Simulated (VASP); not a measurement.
# Ga31O48 (a cell with a defect) in VASP: further runs, part 2 of 2

VASP 6.6.1.

### Step 3. Single point, PBE

File INCAR:

```
SYSTEM = Ga31O48
ALGO = Normal ; EDIFF = 1E-6
ENCUT = 520 ; GGA = PE
GGA_COMPAT = .False. ; ISIF = 2
ISMEAR = -1 ; LASPH = .True.
LCHARG = .True. ; LELF = .True.
LREAL = Auto ; LVHAR = .True.
LWAVE = .False. ; NBANDS = 390
NELECT = 694.0 ; NELM = 120
PREC = Accurate ; SIGMA = 0.01
```

File KPOINTS:

```
k-points
0
Gamma
  1 1 1
  0 0 0
```

File POSCAR:

```
Ga31O48
1.0
    5.0579508889      2.9202093395      9.0826160096
   -5.0579508889      2.9202093395      9.0826160096
    0.0000000000     -5.8404185823      9.0826160407
Ga O
31 48
Direct
    0.4286493605      0.4283302939      0.4285465475
    0.3201261339      0.3197331010      0.3199568610
    0.0726924240      0.0722512184      0.0725305348
    0.1781413725      0.1778723537      0.1780516055
    0.4378442102      0.4368723756      0.9039479190
    0.3271333865      0.3194858331      0.8213148405
    0.0751590134      0.0745512368      0.5678451158
    0.1781865325      0.1791418252      0.6749829823
    0.4372388658      0.9037764050      0.4376639508
    0.3198509372      0.8211163780      0.3269928978
    0.0749432337      0.5676502248      0.0749763039
    0.1795252111      0.6747563927      0.1780199880
    0.4299877974      0.9238381117      0.9293813357
    0.3207178074      0.8250420626      0.8237413995
    0.0703615893      0.5751110319      0.5710179795
    0.1840596721      0.6785183769      0.6760172214
    0.9041839912      0.4374561857      0.4370286143
    0.8214025953      0.3267456648      0.3197549823
    0.5679611116      0.0748090157      0.0747903957
    0.6751865015      0.1777996141      0.1793357123
    0.9294999446      0.4295791269      0.9241031707
    0.8239135194      0.3203371249      0.8252378788
    0.5711316124      0.0700109041      0.5753559894
    0.6761676780      0.1836738505      0.6787747855
    0.9242328482      0.9291478884      0.4298401999
    0.8254186827      0.8235510942      0.3205520584
    0.5754806743      0.5707336636      0.0702514235
    0.6788713713      0.6757935200      0.1839159559
    0.9278207349      0.9274742127      0.9276844866
    0.8229580768      0.8225747766      0.8228039182
    0.6696455816      0.6692552314      0.6694713016
    0.3727025419      0.2180645478      0.0323971394
    0.2183979020      0.0321778081      0.3725618448
    0.0325334237      0.3723953037      0.2182883520
    0.1210798188      0.2799186120      0.4734969764
    0.4736630288      0.1206899066      0.2801374795
    0.2802928994      0.4732996339      0.1209170523
    0.3752662266      0.2228384483      0.5259597777
    0.2211289012      0.0271933065      0.8750896275
    0.0328892303      0.3738275462      0.7246550083
    0.1267914723      0.2760754742      0.9708513983
    0.4708663251      0.1197486181      0.7782915368
    0.2755557066      0.4739854155      0.6242604983
    0.3742292126      0.7244139112      0.0327351831
    0.2232277458      0.5257311655      0.3751259867
    0.0275923042      0.8748389397      0.2209927632
    0.1201266475      0.7780499936      0.4707436768
    0.4743422117      0.6240332711      0.2754246710
    0.2764385843      0.9706018159      0.1266482519
    0.3634976027      0.7350210408      0.5179295247
    0.2223607136      0.5291921603      0.8747666198
    0.0265974177      0.8770645651      0.7228129849
    0.1240151677      0.7780548453      0.9746590083
    0.4670481458      0.6332578337      0.7874801234
    0.2776605904      0.9732034646      0.6241687834
    0.8752646539      0.2207604701      0.0274206754
    0.7248055652      0.0325203067      0.3740670122
    0.5260980065      0.3748579118      0.2230982014
    0.6243607724      0.2751807632      0.4742209345
    0.9709739969      0.1264345536      0.2762949221
    0.7784044530      0.4704986669      0.1199972625
    0.8749293744      0.2219709055      0.5293821657
    0.7229297940      0.0262512084      0.8773058254
    0.5180696596      0.3631500938      0.7351932004
    0.6243128326      0.2773287267      0.9734266623
    0.9748318908      0.1236467620      0.7782675047
    0.7876826207      0.4666645107      0.6334415964
    0.8774360387      0.7225803584      0.0264491900
    0.7353578815      0.5177053454      0.3633597508
    0.5295519020      0.8745736113      0.2221964398
    0.6336275831      0.7873262280      0.4668772568
    0.9735867343      0.6239654033      0.2775246935
    0.7784333098      0.9744663632      0.1238482723
    0.8741972068      0.7242977841      0.5275774011
    0.7246499916      0.5273068781      0.8740716679
    0.5277054302      0.8738380147      0.7245114635
    0.6270049427      0.7765232833      0.9745252913
    0.9746627859      0.6266035751      0.7767615581
    0.7768912514      0.9743150738      0.6268609260
```

Potentials or basis: VASP PAW PBE potentials, release 64 (Ga_d, O).

Started as:

```
cat potpaw_PBE.64/Ga_d/POTCAR potpaw_PBE.64/O/POTCAR > POTCAR
mpirun -np 1 vasp_gam > vasp.out
```

It took 30 min on 1 thread of AMD EPYC 7R13, shared host; peak memory 0.93 GiB.

The run converged. Its results:

```
Free energy   : -449.9889 eV
Largest force : 0.043 eV/Å
```

Forces on the atoms (eV/Å):
```
Ga   0.001  0.000  0.012
Ga  -0.001  0.001 -0.009
Ga  -0.001  0.002 -0.009
Ga   0.001  0.001  0.015
Ga  -0.002  0.002  0.012
Ga  -0.015  0.002 -0.016
Ga  -0.002 -0.002 -0.012
Ga   0.006  0.002  0.009
Ga   0.004 -0.001  0.012
Ga   0.010  0.012 -0.017
Ga  -0.002  0.001 -0.011
Ga   0.000 -0.007  0.010
Ga   0.002  0.003  0.012
Ga   0.008  0.004 -0.021
Ga   0.003 -0.003 -0.016
Ga   0.011  0.001  0.012
Ga  -0.003 -0.004  0.009
Ga   0.004 -0.013 -0.013
Ga   0.004  0.000 -0.011
Ga  -0.006  0.000  0.008
Ga  -0.003  0.003  0.014
Ga  -0.007  0.005 -0.021
Ga   0.002  0.006 -0.016
Ga  -0.006  0.011  0.011
Ga   0.000 -0.005  0.013
Ga   0.000 -0.010 -0.020
Ga  -0.006 -0.001 -0.014
Ga  -0.004 -0.009  0.013
Ga   0.001  0.000  0.012
Ga   0.001 -0.001 -0.011
Ga  -0.001  0.000 -0.007
O    0.000  0.015  0.011
O    0.012 -0.008  0.013
O   -0.012 -0.008  0.010
O   -0.016  0.002 -0.002
O    0.005 -0.016 -0.003
O    0.012  0.014 -0.002
O   -0.002  0.006 -0.001
O   -0.003 -0.003  0.005
O    0.007  0.004  0.001
O    0.001  0.000 -0.002
O   -0.002 -0.001  0.001
O   -0.002 -0.007 -0.002
O   -0.003 -0.008 -0.001
O    0.004 -0.003  0.001
O   -0.003  0.004  0.006
O   -0.001  0.003  0.000
O   -0.003  0.006 -0.001
O    0.000 -0.002 -0.002
O    0.034 -0.021  0.016
O   -0.009 -0.013 -0.004
O   -0.001 -0.001 -0.004
O   -0.005 -0.005 -0.001
O    0.003 -0.005 -0.009
O   -0.008  0.004  0.003
O    0.004 -0.001  0.003
O   -0.005  0.006  0.000
O   -0.007 -0.001  0.001
O    0.007  0.001  0.001
O   -0.002  0.001 -0.001
O    0.003 -0.001  0.000
O    0.016 -0.004 -0.003
O    0.004  0.000 -0.003
O    0.003  0.039  0.017
O    0.004 -0.009  0.001
O    0.007 -0.002 -0.004
O    0.003  0.004 -0.010
O   -0.003  0.002 -0.002
O   -0.035 -0.019  0.016
O   -0.005  0.014 -0.005
O   -0.005  0.000 -0.011
O    0.005  0.007  0.002
O   -0.002  0.006  0.000
O   -0.002 -0.010 -0.002
O   -0.008  0.007 -0.001
O    0.010  0.002 -0.003
O    0.001 -0.006  0.004
O    0.004  0.004  0.007
O   -0.004  0.002  0.005
```

Levels at points of the mesh, in eV from the Fermi level:
```tsv
k point	band 344	band 345	band 346	band 347	band 348	band 349	band 350	band 351
(0.00, 0.00, 0.00)	-0.58	-0.52	-0.28	-0.28	1.73	4.72	4.77	5.17
```

Caveat: the k points lie up to 0.75 Å⁻¹ apart; the cell carries a net charge on a neutralising background, which shifts energy and pressure; the cell is charged against a uniform background, so pressure and absolute levels hang on convention.

### Step 4. Single point, PBE

File INCAR:

```
PREC = Accurate
ENCUT = 520
EDIFF = 1E-6
ISMEAR = -1
SIGMA = 0.01
LREAL = Auto
LASPH = True
NELM = 120
ALGO = Normal
ISIF = 2
LWAVE = False
LCHARG = False
GGA = PE
NBANDS = 390
NELECT = 694.0
GGA_COMPAT = False
```

File KPOINTS:

```
regular mesh
0
Gamma
  1 1 1
```

File POSCAR:

```
Ga31O48
1.0
    5.0579508900      2.9202093400      9.0826160100
   -5.0579508900      2.9202093400      9.0826160100
    0.0000000000     -5.8404185800      9.0826160400
Ga O
31 48
Direct
    0.4275443140      0.4274301513      0.4274973624
    0.3226525249      0.3225211089      0.3226029210
    0.0722482654      0.0721132036      0.0721952391
    0.1777689237      0.1776491043      0.1777145812
    0.4265433035      0.4250006095      0.9297232004
    0.3209292137      0.3261224540      0.8204856312
    0.0710242083      0.0721288025      0.5752475923
    0.1754945801      0.1752439652      0.6824097546
    0.4251268474      0.9296375437      0.4264919472
    0.3262364382      0.8204186452      0.3208895489
    0.0722495764      0.5751743843      0.0709719137
    0.1753796525      0.6823301507      0.1754359397
    0.4291361432      0.9304664587      0.9232813273
    0.3463186926      0.8132088290      0.8126005754
    0.0664249169      0.5742037289      0.5714845544
    0.1801274331      0.6792038632      0.6749617639
    0.9297694946      0.4264114569      0.4250729637
    0.8205339664      0.3208141071      0.3261811532
    0.5752970728      0.0709002042      0.0721955315
    0.6824695555      0.1753544084      0.1753226558
    0.9233344894      0.4290162761      0.9305184678
    0.8126583274      0.3461709147      0.8132840991
    0.5715377163      0.0663146620      0.5742717434
    0.6750037520      0.1800203058      0.6792769921
    0.9305859830      0.9232156578      0.4290820039
    0.8133310778      0.8125351427      0.3462466516
    0.5743281214      0.5714059278      0.0663762445
    0.6793210851      0.6748771212      0.1800863951
    0.9303917802      0.9302615426      0.9303383747
    0.8218291290      0.8217162028      0.8217912209
    0.5808703609      0.5807328685      0.5808256135
    0.3751806954      0.2227860893      0.0293151576
    0.2229062261      0.0292380803      0.3751310657
    0.0293696095      0.3750573354      0.2228519855
    0.1264956412      0.2754921901      0.4719931880
    0.4720522120      0.1263602040      0.2755670903
    0.2756216709      0.4719115238      0.1264499053
    0.3730232145      0.2237780257      0.5275008702
    0.2179643563      0.0318982859      0.8776623111
    0.0281631922      0.3754236001      0.7208619922
    0.1236592815      0.2793524528      0.9739531955
    0.4720414959      0.1302479862      0.7795393776
    0.2758106718      0.4734680613      0.6234467372
    0.3755558162      0.7207854379      0.0281045794
    0.2238997353      0.5274298055      0.3729718470
    0.0320309172      0.8775850353      0.2179054623
    0.1303633069      0.7794646222      0.4719887778
    0.4735880041      0.6233788206      0.2757556451
    0.2794717869      0.9738957546      0.1236066007
    0.3762782520      0.7226875519      0.5257655456
    0.2175920743      0.5255355252      0.8762570162
    0.0272924042      0.8750651006      0.7243547809
    0.1294082204      0.7766186269      0.9701567009
    0.4628243165      0.6167811678      0.7834011180
    0.2769463356      0.9726403382      0.6260821178
    0.8777148231      0.2178403585      0.0319779323
    0.7209283164      0.0280362508      0.3754946287
    0.5275517616      0.3728943890      0.2238481356
    0.6234952903      0.2756820545      0.4735373486
    0.9740121997      0.1235428737      0.2794155298
    0.7795856342      0.4719182496      0.1303066936
    0.8763077137      0.2174602696      0.5256052518
    0.7244030932      0.0271741328      0.8751342392
    0.5258058392      0.3761619848      0.7227651833
    0.6261274324      0.2768205474      0.9727228745
    0.9702040163      0.1292796229      0.7767016830
    0.7834531423      0.4626689174      0.6168628147
    0.8751813489      0.7242702279      0.0272435732
    0.7228125351      0.5256765023      0.3762313289
    0.5256550733      0.8761807558      0.2175381761
    0.6169142442      0.7833158977      0.4627541413
    0.9727640672      0.6260002003      0.2768955977
    0.7767535933      0.9700711688      0.1293574877
    0.8869538343      0.7322708580      0.5151050654
    0.7323920448      0.5150287312      0.8869022551
    0.5151539612      0.8868463084      0.7323388041
    0.6261273386      0.7759935706      0.9748545381
    0.9749021374      0.6260140676      0.7760611115
    0.7761143469      0.9747828740      0.6260813342
```

Started as:

```
cat potpaw_PBE.64/Ga_d/POTCAR potpaw_PBE.64/O/POTCAR > POTCAR
mpirun -np 1 vasp_gam > vasp.out
```

It took 33 min on 1 thread of AMD EPYC 7R13, shared host; peak memory 0.96 GiB.

The run converged. Its results:

```yaml
Free_energy: -449.9888 eV
Largest_force: 0.042 eV/Å
```

Forces on the atoms (eV/Å):
```
Ga   0.000  0.000  0.008
Ga   0.001  0.001 -0.010
Ga   0.002  0.000 -0.012
Ga   0.001  0.000  0.014
Ga  -0.003  0.009  0.019
Ga   0.002  0.005 -0.013
Ga   0.006 -0.002 -0.009
Ga   0.003  0.003  0.013
Ga   0.008 -0.003  0.019
Ga   0.004 -0.004 -0.013
Ga  -0.005 -0.004 -0.008
Ga   0.000 -0.005  0.013
Ga   0.006 -0.013  0.013
Ga   0.009  0.001 -0.014
Ga  -0.004 -0.011 -0.009
Ga   0.002 -0.004  0.012
Ga  -0.007 -0.006  0.019
Ga  -0.005 -0.002 -0.012
Ga  -0.001  0.005 -0.008
Ga  -0.006  0.002  0.013
Ga   0.009  0.011  0.013
Ga  -0.006  0.005 -0.013
Ga   0.012  0.003 -0.009
Ga   0.003  0.004  0.012
Ga  -0.014  0.001  0.012
Ga  -0.001 -0.008 -0.012
Ga  -0.008  0.009 -0.009
Ga  -0.005  0.000  0.013
Ga   0.000  0.000  0.004
Ga   0.000  0.001 -0.018
Ga   0.000  0.001  0.007
O    0.000 -0.001 -0.004
O   -0.001  0.001 -0.004
O    0.001  0.000 -0.005
O    0.006  0.002  0.003
O   -0.005  0.004  0.004
O   -0.002 -0.006  0.004
O   -0.001  0.003 -0.001
O    0.010  0.007 -0.014
O    0.011  0.001  0.004
O   -0.004 -0.001  0.001
O    0.000 -0.002  0.001
O   -0.006 -0.002 -0.004
O   -0.005 -0.010  0.004
O    0.003 -0.001  0.000
O    0.001 -0.013 -0.013
O   -0.003  0.001  0.001
O    0.001  0.005 -0.004
O    0.001  0.004  0.000
O    0.011 -0.003  0.001
O   -0.008 -0.004 -0.002
O    0.000 -0.004 -0.002
O    0.004  0.016  0.008
O   -0.008 -0.003  0.009
O   -0.012 -0.001 -0.002
O   -0.011  0.005 -0.015
O   -0.007  0.009  0.003
O   -0.002 -0.001  0.000
O    0.003 -0.003 -0.004
O    0.003 -0.003  0.001
O    0.002  0.001  0.001
O    0.007 -0.005 -0.002
O    0.003  0.002 -0.001
O   -0.003  0.011  0.000
O    0.008 -0.010 -0.002
O   -0.016 -0.004  0.008
O    0.005 -0.006  0.009
O   -0.003  0.002 -0.001
O   -0.008 -0.008  0.000
O    0.000  0.009 -0.002
O    0.002  0.008  0.010
O    0.005  0.011 -0.002
O    0.011 -0.012  0.008
O   -0.002 -0.038 -0.017
O   -0.032  0.020 -0.016
O    0.034  0.018 -0.016
O   -0.005 -0.007  0.006
O    0.009 -0.001  0.006
O   -0.003  0.008  0.006
```

Levels at points of the mesh, in eV from the Fermi level:
| k point | band 345 | band 346 | band 347 | band 348 | band 349 | band 350 |
| --- | --- | --- | --- | --- | --- | --- |
| (0.00, 0.00, 0.00) | -0.52 | -0.27 | -0.27 | 1.74 | 4.72 | 4.78 |

Caveat: the k points lie up to 0.75 Å⁻¹ apart; the cell carries a net charge on a neutralising background, which shifts energy and pressure; the cell is charged against a uniform background, so pressure and absolute levels hang on convention.
